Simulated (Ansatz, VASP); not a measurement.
**One calculation of Tl, two programs**

```
Tl
1.0
     3.43707    0.00000    0.00000
    -1.71853    2.97659    0.00000
     0.00000    0.00000    5.53861
Tl
2
Direct
  0.33333 0.66667 0.25000
  0.66667 0.33333 0.75000
```

Change from the starting cell: volume scaled by 0.9, LAPW.

Alike in both runs: task single point; functional PBE; k mesh 14 × 14 × 8; occupations fermi-dirac, width 0.1 eV; no spin polarisation.

|  | VASP | Ansatz |
| --- | --- | --- |
| version | VASP 6.6.1 | Ansatz 0.2.0 |
| potentials or method | VASP PAW PBE potentials, release 64 (Tl_d), cutoff 520 eV | all-electron LAPW, scalar-relativistic |

Ansatz gave:

```
pressure (GPa) : 3.6
```

Task: Which values does VASP return?

Result: Pressure (GPa): 3.5.

Ansatz ran all-electron here, and VASP with PAW potentials.

Spin-orbit coupling is off throughout.
